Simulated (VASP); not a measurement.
Wanted: the native input for a VASP 6.6.1 run.

```
Task                   : dielectric tensor
Functional             : PBE
Potentials or basis    : VASP PAW PBE potentials, release 64 (Sr_sv, O)
Cutoff                 : 520 eV
k mesh                 : 8 × 8 × 8
Occupations            : gaussian, width 0.01 eV
Spin                   : no spin polarisation
Dipole correction      : no
Further INCAR settings : ALGO = Normal; EDIFF = 1e-08
```

The structure of SrO lies in POSCAR:

```
SrO
1.0
    0.0000000000      2.5798923523      2.5798923523
    2.5798923523      0.0000000000      2.5798923523
    2.5798923523      2.5798923523      0.0000000000
Sr O
1 1
Direct
    0.0000000000      0.0000000000      0.0000000000
    0.5000000000      0.5000000000      0.5000000000
```

These files were run (other wordings do the same):

INCAR

```
SYSTEM = SrO
  PREC = Accurate
  ENCUT = 520
  EDIFF = 1E-8
  ISMEAR = 0
  SIGMA = 0.01
  LREAL = .FALSE.
  LASPH = .TRUE.
  NELM = 100
  ALGO = Normal
  ISIF = 2
  LWAVE = .FALSE.
  LCHARG = .FALSE.
  GGA = PE
  LEPSILON = .TRUE.
```

KPOINTS

```
regular mesh
0
G
  8 8 8
  0 0 0
```

Potentials or basis: VASP PAW PBE potentials, release 64 (Sr_sv, O).

Command:

```console
$ cat potpaw_PBE.64/Sr_sv/POTCAR potpaw_PBE.64/O/POTCAR > POTCAR
$ mpirun -np 1 vasp_std > vasp.out
```

Results of the run:

```json
{
 "Band gap on the k mesh": "3.27 eV, indirect (least direct gap 3.37 eV)",
 "Electronic dielectric tensor (diagonal)": "3.81",
 "Born charges (mean of the diagonal)": "Sr +2.45; O -2.45 e"
}
```

Wall time 2.7 min on 1 thread of Intel Xeon 6975P-C, with other jobs on the host, peak memory 0.22 GiB.
